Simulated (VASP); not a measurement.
The system is ZnCu.

```
Zn Cu
1.0
     2.96318    0.00000    0.00000
     0.00000    2.96318    0.00000
     0.00000    0.00000    2.96318
Zn Cu
1 1
Direct
  0.50000 0.50000 0.50000
  0.00000 0.00000 0.00000
```

| Quantity | Value |
| --- | --- |
| Program | VASP 6.6.1 |
| Task | relaxation of cell and atoms |
| Functional | PBE |
| Dispersion | D3(BJ) |
| Potentials or basis | VASP PAW PBE potentials, release 64 (Zn, Cu) |
| Cutoff | 600 eV |
| k mesh | 14 × 14 × 14 |
| Occupations | gaussian, width 0.1 eV |
| Spin | no spin polarisation |

At the start: pressure -5.8 GPa; volume 13.01 Å³/atom.

Q: Where does the relaxation end?

A: Over 4 steps the energy falls by 12.2 meV/atom and the volume is 12.39 Å³/atom (-4.8 %); space group Pm-3m (No. 221, to 0.05 Å).

The path:
```csv
step,energy change (eV),largest force (eV/Å),pressure (GPa),volume (Å³)
1,0.0000,0.0000,-5.79,26.02
2,-0.0205,0.0000,2.64,24.29
3,-0.0243,0.0000,0.10,24.75
4,-0.0243,0.0000,-0.02,24.77
```

Final structure:
```
Zn Cu
1.0
     2.91514    0.00000    0.00000
     0.00000    2.91514    0.00000
     0.00000    0.00000    2.91514
Zn Cu
1 1
Direct
  0.50000 0.50000 0.50000
  0.00000 0.00000 0.00000
```

Caveat: pairwise dispersion overbinds metals, which lowers pressure and volume.
